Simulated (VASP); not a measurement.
Set up this calculation in VASP 6.6.1, as the native input.

| Item | Value |
| --- | --- |
| Task | single point |
| Functional | r2SCAN |
| Potentials or basis | VASP PAW PBE potentials, release 64 (Sn_d, O) |
| Cutoff | 520 eV |
| k mesh | 6 × 4 × 5 |
| Occupations | fermi-dirac, width 0.05 eV |
| Spin | no spin polarisation |
| Dipole correction | no |
| Further INCAR settings | ALGO = Normal; EDIFF = 1e-06; NBANDS = 28 |

Crystal: SnO.

```
Sn O
1.0
     3.35500    0.00000    0.00000
     0.00000    5.67410    0.00000
     0.00000    0.00000    4.27826
Sn O
2 2
Direct
  0.00000 0.23191 0.51314
  0.50000 0.76809 0.01314
  0.00000 0.89125 0.73686
  0.50000 0.10875 0.23686
```

One way to write it, as run:

POSCAR

```
SnO
1.0
    3.3550050000      0.0000000000      0.0000000000
    0.0000000000      5.6741040000      0.0000000000
    0.0000000000      0.0000000000      4.2782629333
Sn O
2 2
Direct
    0.0000000000      0.2319090000      0.5131440000
    0.5000000000      0.7680910000      0.0131440000
    0.0000000000      0.8912500000      0.7368570000
    0.5000000000      0.1087500000      0.2368570000
```

INCAR.step1

```
SYSTEM = SnO
PREC = Accurate
ENCUT = 520
ISMEAR = -1
SIGMA = 0.05
LREAL = .FALSE.
LASPH = .TRUE.
NELM = 100
NBANDS = 28
GGA = PE
ALGO = Normal
EDIFF = 1E-4
LWAVE = .TRUE.
LCHARG = .FALSE.
```

INCAR.step2

```
SYSTEM = SnO
PREC = Accurate
ENCUT = 520
EDIFF = 1E-6
ISMEAR = -1
SIGMA = 0.05
LREAL = .FALSE.
LASPH = .TRUE.
NELM = 100
ALGO = Normal
ISIF = 2
LWAVE = .FALSE.
LCHARG = .FALSE.
METAGGA = R2SCAN
LMIXTAU = .TRUE.
NBANDS = 28
ISTART = 1
```

KPOINTS

```
regular mesh
0
G
  6 4 5
  0 0 0
```

Potentials or basis: VASP PAW PBE potentials, release 64 (Sn_d, O).

Launch:

```sh
$ cat potpaw_PBE.64/Sn_d/POTCAR potpaw_PBE.64/O/POTCAR > POTCAR
$ cp INCAR.step1 INCAR
$ mpirun -np 1 vasp_std > vasp.out
$ cp INCAR.step2 INCAR
$ mpirun -np 1 vasp_std > vasp.out
```

It gave:

The pressure is -3.4 GPa. The largest force is 0.661 eV/Å and the band gap on the k mesh is 1.98 eV, indirect (least direct gap 2.70 eV).

Caveat: the PAW data sets were made with another functional, which shifts forces and pressure a little; spin-orbit coupling is left out, which moves the levels of the heavy elements.

Wall time 4.8 min on 1 thread of Intel(R) Xeon(R) Platinum 8259CL CPU @ 2.50GHz (Skylake/Cascade Lake), with other jobs on the host, peak memory 0.23 GiB.
